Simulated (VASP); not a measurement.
Crystal: Ga.

```
CELL_PARAMETERS angstrom
2.84302 0.00000 0.00000
0.00000 2.84302 0.00000
0.00000 0.00000 2.12823
ATOMIC_POSITIONS crystal
Ga 0.00000 0.00000 0.00000
```

| Property | Result |
| --- | --- |
| Program | VASP 6.6.1 |
| Task | relaxation of cell and atoms |
| Functional | PBE |
| Potentials or basis | VASP PAW PBE potentials, release 64 (Ga_d) |
| Cutoff | 600 eV |
| k mesh | 6 × 6 × 8 |
| Occupations | gaussian, width 0.1 eV |
| Spin | no spin polarisation |

At the start: pressure 28.7 GPa; volume 17.20 Å³/atom.

Where does the relaxation end?

Over 9 steps the energy falls by 676.7 meV/atom and the volume is 20.33 Å³/atom (+18.2 %); space group P4/mmm (No. 123, to 0.05 Å).

Step by step:
```tsv
step	energy change (eV)	largest force (eV/Å)	pressure (GPa)	volume (Å³)
1	0.0000	0.0000	28.74	17.20
2	-0.5661	0.0000	-5.46	25.07
3	-0.6480	0.0000	-0.54	21.16
4	-0.6462	0.0000	-4.03	22.47
5	-0.6553	0.0000	-2.65	21.80
6	-0.6744	0.0000	-1.06	20.84
7	-0.6763	0.0000	-0.47	20.53
8	-0.6763	0.0000	-0.39	20.50
9	-0.6767	0.0000	0.03	20.33
```

Final structure:
```
Ga
1.0
     2.76610    0.00000    0.00000
     0.00000    2.76610    0.00000
     0.00000    0.00000    2.65759
Ga
1
Direct
  0.00000 0.00000 0.00000
```

Caveat: the k points lie up to 0.38 Å⁻¹ apart in the final cell; the volume moved by over 15 % at a fixed basis, so the end points are rough.
